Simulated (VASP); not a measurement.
# Al3As (Pm-3m) in VASP: a series of runs, part 2 of 2

VASP 6.6.1.

**3. Single point, PBE**

This run uses another cell than the first one, of 17.59 Å³/atom, 0.989 times its volume.

INCAR reads:

```
SYSTEM = Al3As
PREC = Accurate
ENCUT = 520
EDIFF = 1E-7
ISMEAR = 0
SIGMA = 0.1
LREAL = .FALSE.
LASPH = .TRUE.
NELM = 80
ALGO = Normal
ISIF = 2
LWAVE = .FALSE.
LCHARG = .TRUE.
GGA = PE
LELF = .TRUE.
LVHAR = .TRUE.
NBANDS = 15
```

KPOINTS reads:

```
Automatic mesh
0
G
  12 12 12
  0 0 0
```

POSCAR reads:

```
Al3As
1.0
    4.1281894272      0.0000000000      0.0000000000
    0.0000000000      4.1281894272      0.0000000000
    0.0000000000      0.0000000000      4.1281894272
Al As
3 1
Direct
    0.5000000000      0.5000000000      0.0000000000
    0.5000000000      0.0000000000      0.5000000000
    0.0000000000      0.5000000000      0.5000000000
    0.0000000000      0.0000000000      0.0000000000
```

Potentials or basis: VASP PAW PBE potentials, release 64 (Al, As).

Run with:

```
> cat potpaw_PBE.64/Al/POTCAR potpaw_PBE.64/As/POTCAR > POTCAR
> mpirun -np 1 vasp_std > vasp.out
```

OUTCAR:

```text
SYSTEM = Al3As
   PREC = Accurate
   ENCUT = 520
   EDIFF = 1E-7
   ISMEAR = 0
   LREAL = .FALSE.
   LASPH = .TRUE.
   NELM = 80
   ISIF = 2
   GGA = PE

 ion  position               nearest neighbor table
   1  0.500  0.500  0.000-   2 2.92   3 2.92   4 2.92   2 2.92   3 2.92   2 2.92   4 2.92   2 2.92
                             3 2.92   4 2.92   3 2.92   4 2.92
   2  0.500  0.000  0.500-   1 2.92   3 2.92   4 2.92   1 2.92   4 2.92   1 2.92   3 2.92   1 2.92
                             3 2.92   4 2.92   4 2.92   3 2.92
   3  0.000  0.500  0.500-   1 2.92   2 2.92   4 2.92   1 2.92   4 2.92   2 2.92   4 2.92   4 2.92
                             1 2.92   2 2.92   1 2.92   2 2.92
   4  0.000  0.000  0.000-   1 2.92   2 2.92   3 2.92   2 2.92   3 2.92   1 2.92   3 2.92   3 2.92
                             1 2.92   2 2.92   2 2.92   1 2.92

  LATTYP: Found a simple cubic cell.
 ALAT       =     4.1281894272

  Lattice vectors:

 A1 = (   4.1281894272,   0.0000000000,   0.0000000000)
 A2 = (   0.0000000000,   4.1281894272,   0.0000000000)
 A3 = (   0.0000000000,   0.0000000000,   4.1281894272)

Analysis of symmetry for initial positions (statically):
=====================================================================
 Subroutine PRICEL returns:
 Original cell was already a primitive cell.

 Routine SETGRP: Setting up the symmetry group for a
 simple cubic supercell.

 Subroutine GETGRP returns: Found 48 space group operations
 (whereof 48 operations were pure point group operations)
 out of a pool of 48 trial point group operations.

The static configuration has the point symmetry O_h .

Analysis of symmetry for dynamics (positions and initial velocities):
=====================================================================
 Subroutine PRICEL returns:
 Original cell was already a primitive cell.

 Routine SETGRP: Setting up the symmetry group for a
 simple cubic supercell.

 Subroutine GETGRP returns: Found 48 space group operations
 (whereof 48 operations were pure point group operations)
 out of a pool of 48 trial point group operations.

The dynamic configuration has the point symmetry O_h .

 Subroutine INISYM returns: Found 48 space group operations
 (whereof 48 operations are pure point group operations),
 and found     1 'primitive' translations

----------------------------------------------------------------------------------------

                                     Primitive cell

  volume of cell :      70.3524

  direct lattice vectors                    reciprocal lattice vectors
     4.128189427  0.000000000  0.000000000     0.242236946  0.000000000  0.000000000
     0.000000000  4.128189427  0.000000000     0.000000000  0.242236946  0.000000000
     0.000000000  0.000000000  4.128189427     0.000000000  0.000000000  0.242236946

  length of vectors
     4.128189427  4.128189427  4.128189427     0.242236946  0.242236946  0.242236946

  position of ions in fractional coordinates (direct lattice)
     0.500000000  0.500000000  0.000000000
     0.500000000  0.000000000  0.500000000
     0.000000000  0.500000000  0.500000000
     0.000000000  0.000000000  0.000000000

  ion indices of the primitive-cell ions
   primitive index   ion index
                 1           1
                 2           2
                 3           3
                 4           4

----------------------------------------------------------------------------------------

[... 53 lines left out ...]
   total plane-waves  NPLWV =  32768
   dimension x,y,z NGX =    32 NGY =   32 NGZ =   32
   dimension x,y,z NGXF=    64 NGYF=   64 NGZF=   64
   ions per type =               3   1
   NGX,Y,Z   is equivalent  to a cutoff of  12.89, 12.89, 12.89 a.u.
   NGXF,Y,Z  is equivalent  to a cutoff of  25.77, 25.77, 25.77 a.u.
 SYSTEM =  Al3As
   PREC   = accura    normal or accurate (medium, high low for compatibility)
   ISTART =      0    job   : 0-new  1-cont  2-samecut
   ICHARG =      2    charge: 1-file 2-atom 10-const
   ISPIN  =      1    spin polarized calculation?
   LNONCOLLINEAR =      F non collinear calculations
   LSORBIT =      F    spin-orbit coupling
   LASPH  =      T    aspherical Exc in radial PAW
   ENCUT  =  520.0 eV  38.22 Ry    6.18 a.u.   7.68  7.68  7.68*2*pi/ulx,y,z
   NELM   =     80;   NELMIN=  2; NELMDL= -5     # of ELM steps
   EDIFF  = 0.1E-06   stopping-criterion for ELM
   LREAL  =      F    real-space projection
   EDIFFG = 0.1E-05   stopping-criterion for IOM
   NSW    =      0    number of steps for IOM
   IBRION =     -1    ionic relax: 0-MD 1-quasi-New 2-CG
   NFREE  =      0    steps in history (QN), initial steepest desc. (CG)
   ISIF   =      2    stress and relaxation
   ISYM   =      2    0-nonsym 1-usesym 2-fastsym
   POTIM  = 0.5000    time-step for ionic-motion
   TEBEG  =    0.0;   TEEND  =   0.0 temperature during run
   PSTRESS=    0.0 pullay stress
   NELECT =      14.0000    total number of electrons
   NUPDOWN=      -1.0000    fix difference up-down
   EMIN   =  10.00;   EMAX   =-10.00  energy-range for DOS
   EFERMI =   0.00;   METHOD = LEGACY
   ISMEAR =     0;   SIGMA  =   0.10  broadening in eV -4-tet -1-fermi 0-gaus
   EFERMI_NEDOS =   21; number of points for ismear=-14 and -15
   IALGO  =     38    algorithm
   IMIX   =      4    mixing-type and parameters
     AMIX     =   0.40;   BMIX     =  1.00
     AMIX_MAG =   1.60;   BMIX_MAG =  1.00
  volume/ion in A,a.u.               =      17.59       118.69
  Fermi-wavevector in a.u.,A,eV,Ry     =   0.955780  1.806162 12.429129  0.913515
  Thomas-Fermi vector in A             =   2.084649
   LORBIT       =      0    0 simple, 1 ext, 2 COOP (PROOUT), +10 PAW based schemes
   GGA     = PE    functional components
   LHFCALC =     F    Hartree Fock is set to
   AEXX    =    0.0000 exact exchange contribution
   IVDW    =     0    specifies the selected vdW correction
   LEPSILON=     F    determine dielectric tensor
   LRPA    =     F    only Hartree local field effects (RPA)
 non-spin polarized calculation
 Gauss-broadening in eV      SIGMA  =   0.10
  energy-cutoff  :      520.00
  volume of cell :       70.35
 maximum number of plane-waves:      1924
 NGX is ok and might be reduce to    32
   NGX = 15   NGY = 15   NGZ = 15

 number of electron      13.9999999 magnetization

 Free energy of the ion-electron system (eV)
  ---------------------------------------------------
  ext. energy  EPLUGINS =         0.00000000
  ---------------------------------------------------
  free energy    TOTEN  =       -15.46796558 eV

  energy without entropy =      -15.45800576  energy(sigma->0) =      -15.46298567

 E-fermi :   7.5046     XC(G=0): -10.2481

 val. band max:        7.4674955669   @ k =   0.1667   0.1667   0.0000
 cond. band min:       7.5262232071   @ k =   0.3333   0.0000   0.0000
 fundamental gap:      0.0587276402
 Fermi energy:         7.5045701969

 k-point     1 :       0.0000    0.0000    0.0000
  band No.  band energies     occupation
      1      -5.6586      2.00000
      2       1.6235      2.00000
      3       3.4005      2.00000
      4       3.4005      2.00000
      5       3.4005      2.00000
      6       5.7926      2.00000
      7       5.7926      2.00000
      8      10.3556      0.00000
      9      10.3556      0.00000
     10      10.3556      0.00000
     11      12.6005      0.00000
     12      12.6005      0.00000
     13      12.6005      0.00000
     14      12.7089      0.00000
[... 401 lines left out ...]
      2      -0.5064      2.00000
      3       0.7265      2.00000
      4       2.6203      2.00000
      5       5.1221      2.00000
      6       6.3520      2.00000
      7       7.7041      0.00478
      8       8.3752      0.00000
      9       9.1856      0.00000
     10       9.4390      0.00000
     11      10.6068      0.00000
     12      11.1324      0.00000
     13      11.8782      0.00000
     14      13.0839      0.00000
     15      13.7376      0.00000

 [... further k-points ...]
[... 5 lines left out ...]
  --------------------------------------------------------------------------------------
  -------------------------------------------------------------------------------------
  Total        0.0122511      0.0122511      0.0122511     -0.0000000     -0.0000000      0.0000000
  in kB        0.2790014      0.2790014      0.2790014     -0.0000000     -0.0000000      0.0000000
  external PRESSURE =       0.2790014 kB  Pullay stress =       0.0000000 kB

 VOLUME and BASIS-vectors are now :
 -----------------------------------------------------------------------------
  energy-cutoff  :      520.00
  volume of cell :       70.35
      direct lattice vectors                 reciprocal lattice vectors
     4.128189427  0.000000000  0.000000000     0.242236946  0.000000000  0.000000000
     0.000000000  4.128189427  0.000000000     0.000000000  0.242236946  0.000000000
     0.000000000  0.000000000  4.128189427     0.000000000  0.000000000  0.242236946

 POSITION                                       TOTAL-FORCE (eV/Angst)
 -----------------------------------------------------------------------------------
      2.06409      2.06409      0.00000         0.000000      0.000000      0.000000
      2.06409      0.00000      2.06409         0.000000      0.000000      0.000000
      0.00000      2.06409      2.06409         0.000000      0.000000      0.000000
      0.00000      0.00000      0.00000         0.000000      0.000000      0.000000
 -----------------------------------------------------------------------------------
    total drift:                               -0.000000      0.000000      0.000000

  FREE ENERGIE OF THE ION-ELECTRON SYSTEM (eV)
  ---------------------------------------------------
  free  energy   TOTEN  =       -15.4679655848 eV

  energy  without entropy=      -15.4580057619  energy(sigma->0) =      -15.46298567
```

stdout:

```text
POSCAR found type information on POSCAR AlAs
 POSCAR found :  2 types and       4 ions
 scaLAPACK will be used
 LDA part: xc-table for (Slater+PW92), standard interpolation
 POSCAR, INCAR and KPOINTS ok, starting setup
 FFT: planning ... GRIDC
 FFT: planning ... GRID_SOFT
 FFT: planning ... GRID
 WAVECAR not read
 entering main loop
```

Wall time 59 s (1 thread of Intel Xeon Platinum 8259CL at 2.50GHz (Skylake/Cascade Lake), shared host); peak memory 0.23 GiB.

Results:

```yaml
Free_energy: -15.4680 eV
Pressure: 0.0 GPa
Band_gap_on_the_k_mesh: zero (band 7 reaches 8.63 eV, above the bottom of band 8 at 3.09 eV)
```

**4. Relaxation of cell and atoms, PBE**

INCAR reads:

```
ALGO = Fast ; EDIFF = 1E-6
EDIFFG = -0.01 ; ENCUT = 600
GGA = PE ; IBRION = 2
ISIF = 3 ; ISMEAR = 0
LASPH = T ; LCHARG = F
LREAL = F ; LWAVE = F
NELM = 60 ; NSW = 100
PREC = Accurate ; SIGMA = 0.1
```

KPOINTS reads:

```
k-points
0
Gamma
  12 12 12
```

POSCAR reads:

```
Al3As
1.0
    4.1428955500      0.0000000000      0.0000000000
    0.0000000000      4.1428955500      0.0000000000
    0.0000000000      0.0000000000      4.1428955500
Al As
3 1
Direct
    0.5000000000      0.5000000000      0.0000000000
    0.5000000000      0.0000000000      0.5000000000
    0.0000000000      0.5000000000      0.5000000000
    0.0000000000      0.0000000000      0.0000000000
```

Run with:

```
> cat potpaw_PBE.64/Al/POTCAR potpaw_PBE.64/As/POTCAR > POTCAR
> mpirun -np 1 vasp_std > vasp.out
```

Wall time 95 s (1 thread of Intel Xeon Platinum 8259CL at 2.50GHz (Skylake/Cascade Lake), shared host); peak memory 0.26 GiB.

Results (log left out):

| Quantity | Value |
| --- | --- |
| Free energy | -15.4682 eV |
| Relaxed volume | 17.58 Å³/atom |
| Relaxed cell | a = 4.127 Å, b = 4.127 Å, c = 4.127 Å, α = 90.00°, β = 90.00°, γ = 90.00° |
| Space group after relaxing (to 0.05 Å) | Pm-3m (No. 221) |
| Energy gained by relaxing | 0.4 meV/atom |
| Ionic steps | 2 |
| Pressure after relaxing | 0.1 GPa |
| Band gap on the k mesh | zero (band 7 reaches 8.63 eV, above the bottom of band 8 at 3.10 eV) |

The path:
```
step  energy change (eV)  largest force (eV/Å)  pressure (GPa)  volume (Å³)
   1              0.0000                0.0000           -0.70        71.11
   2             -0.0016                0.0000            0.07        70.31
```

Final structure:
```
CELL_PARAMETERS angstrom
4.12741 0.00000 0.00000
0.00000 4.12741 0.00000
0.00000 0.00000 4.12741
ATOMIC_POSITIONS crystal
Al 0.50000 0.50000 0.00000
Al 0.50000 0.00000 0.50000
Al 0.00000 0.50000 0.50000
As 0.00000 0.00000 0.00000
```

Levels at points of the mesh, in eV from the Fermi level:
| k point | band 4 | band 5 | band 6 | band 7 | band 8 | band 9 | band 10 | band 11 |
| --- | --- | --- | --- | --- | --- | --- | --- | --- |
| (0.00, 0.00, 0.00) | -4.11 | -4.11 | -1.71 | -1.71 | 2.85 | 2.85 | 2.85 | 5.10 |
| (0.50, 0.00, 0.00) | -2.89 | -2.89 | -1.09 | -0.86 | -0.86 | 0.19 | 0.58 | 5.17 |
| (0.50, 0.50, 0.00) | -6.52 | -1.93 | -0.33 | 1.12 | 1.15 | 1.15 | 1.23 | 1.23 |
| (0.50, 0.50, 0.50) | -5.71 | -4.43 | -4.41 | -4.41 | -4.41 | 6.67 | 6.67 | 6.67 |

**5. Overview**

| task | cell | k mesh | cutoff (eV) | gap on the mesh (eV) | pressure (GPa) |
| --- | --- | --- | --- | --- | --- |
| single point | a = 4.143 Å, 4 atoms | 4 × 4 × 4 | 520 | none | -2.0 |
| single point | a = 4.128 Å, 4 atoms | 12 × 12 × 12 | 520 | none | 0.0 |
| relaxation of cell and atoms | relaxed from a = 4.143 Å, 4 atoms | 12 × 12 × 12 | 600 | none | 0.1 |

Alike in all rows: level PBE; potentials or basis VASP PAW PBE potentials, release 64 (Al, As); no spin polarisation; smearing gaussian 0.1 eV.

Caveats: some runs use coarse meshes.

Total energies depend on the potentials used, so only differences within one code and one set of settings carry meaning.
